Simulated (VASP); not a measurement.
Set up this calculation in VASP 6.6.1, as the native input.

* Task: relaxation of cell and atoms
* Functional: PBE
* Potentials or basis: VASP PAW PBE potentials, release 64 (Ni, Si)
* Cutoff: 600 eV
* k mesh: 9 × 9 × 9
* Occupations: fermi-dirac, width 0.05 eV
* Spin: collinear spin, ferromagnetic start
* Starting moments: [1.0, 0.0, 0.0] μB
* Hubbard terms: Ni d U = 6.0 eV
* Dipole correction: no
* Further INCAR settings: ALGO = Normal; EDIFF = 1e-07; IBRION = 2; EDIFFG = -0.01; NSW = 60; ISIF = 3

The structure of Si2Ni lies in POSCAR:

```
Si2Ni
1.0
    0.0000000000      2.7030000000      2.7030000000
    2.7030000000      0.0000000000      2.7030000000
    2.7030000000      2.7030000000      0.0000000000
Ni Si
1 2
Direct
    0.0000000000      0.0000000000      0.0000000000
    0.7500000000      0.7500000000      0.7500000000
    0.2500000000      0.2500000000      0.2500000000
```

These files were run (other wordings do the same):

INCAR

```
SYSTEM = Si2Ni
  PREC = Accurate
  ENCUT = 600
  EDIFF = 1E-7
  ISMEAR = -1
  SIGMA = 0.05
  LREAL = .False.
  LASPH = .True.
  NELM = 150
  ALGO = Normal
  ISIF = 3
  LWAVE = .False.
  LCHARG = .False.
  ISPIN = 2
  MAGMOM = 1 0 0
  LORBIT = 11
  LMAXMIX = 4
  LDAU = .True.
  LDAUTYPE = 2
  LDAUL = 2 -1
  LDAUU = 6 0
  LDAUJ = 0 0
  LDAUPRINT = 1
  GGA = PE
  IBRION = 2
  NSW = 60
  EDIFFG = -0.01
```

KPOINTS

```
regular mesh
0
Gamma
  9 9 9
  0 0 0
```

Potentials or basis: VASP PAW PBE potentials, release 64 (Ni, Si).

Run with:

```sh
$ cat potpaw_PBE.64/Ni/POTCAR potpaw_PBE.64/Si/POTCAR > POTCAR
$ mpirun -np 1 vasp_std > vasp.out
```

Results of the run:

* Relaxed volume: 12.96 Å³/atom
* Relaxed cell: a = 3.802 Å, b = 3.802 Å, c = 3.802 Å, α = 60.00°, β = 60.00°, γ = 60.00°
* Space group after relaxing (to 0.1 Å): Fm-3m (No. 225)
* Energy gained by relaxing: 1.6 meV/atom
* Ionic steps: 3
* Pressure after relaxing: 0.0 GPa
* Band gap on the k mesh: zero (filled and empty bands overlap)
* Net moment: 0.00 μB per cell
* Valence electrons inside the program's atomic spheres: Ni 10.10; Si 1.58

Caveat: the U is typed as a test and isn't derived for this compound.

It took 120 s on 1 thread of Intel Xeon 8259CL (shared host), peak memory 0.23 GiB.
